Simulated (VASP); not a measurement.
YRh, 2 atoms in the cell. The structure is cubic, space group Pm-3m (No. 221). Conventional cell: a = 3.418 Å, b = 3.418 Å, c = 3.418 Å, α = 90.00°, β = 90.00°, γ = 90.00°. Y (site symmetry m-3m) has 8 Rh at 2.96 Å and 6 Y at 3.42 Å within 3.9 Å. Within 3.9 Å of Rh (site symmetry m-3m) lie 8 Y at 2.96 Å and 6 Rh at 3.42 Å. 

```yaml
Program: VASP 6.6.1
Task: relaxation of the atoms
Functional: r2SCAN
Potentials_or_basis: VASP PAW PBE potentials, release 64 (Y_sv, Rh_pv)
Cutoff: 520 eV
k_mesh: 11 × 11 × 11
Occupations: fermi-dirac, width 0.05 eV
Spin: no spin polarisation
Dipole_correction: no
Further_INCAR_settings: ALGO = Normal; EDIFF = 1e-07; IBRION = 2; EDIFFG = -0.01; NSW = 50
```

Potentials or basis: VASP PAW PBE potentials, release 64 (Y_sv, Rh_pv).

The run is started by

```sh
$ cat potpaw_PBE.64/Y_sv/POTCAR potpaw_PBE.64/Rh_pv/POTCAR > POTCAR
$ cp INCAR.step1 INCAR
$ mpirun -np 1 vasp_std > vasp.out
$ cp INCAR.step2 INCAR
$ mpirun -np 1 vasp_std > vasp.out
```

Hardware: 1 thread of Intel(R) Xeon(R) Platinum 8259CL CPU @ 2.50GHz (Skylake/Cascade Lake), on a shared host.

Task: How long does it take, and how much memory?

Result: It took 2.2 min on 1 thread of Intel(R) Xeon(R) Platinum 8259CL CPU @ 2.50GHz (Skylake/Cascade Lake), on a shared host, peak memory 0.21 GiB. Counts: k points 56, ion steps 1.
